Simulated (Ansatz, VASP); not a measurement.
# BP in VASP and in Ansatz

```xyz
2
Lattice="0.0000 2.5969 2.5969 2.5969 0.0000 2.5969 2.5969 2.5969 0.0000" Properties=species:S:1:pos:R:3 pbc="T T T"
B     0.0000    0.0000    0.0000
P     3.8953    3.8953    3.8953
```

Alike in both runs: task single point; functional PBE; k mesh 6 × 6 × 6; occupations gaussian, width 0.1 eV; no spin polarisation.

|  | VASP | Ansatz |
| --- | --- | --- |
| version | VASP 6.6.1 | Ansatz 0.2.0 |
| potentials or method | VASP PAW PBE potentials, release 64 (B, P), cutoff 500 eV | scalar-relativistic, plane waves, PAW |
| valence electrons in the cell | 8 | 8 |

```tsv
	VASP	Ansatz	Ansatz less VASP
gap on the k mesh at the Fermi level (eV)	1.67	1.67	0.000
least direct gap on the mesh (eV)	2.14	2.14	0.000
pressure (GPa)	-29.0	-28.9	+0.06
```

Both programs put the cell under strong tension, so it lies far from rest at this level.
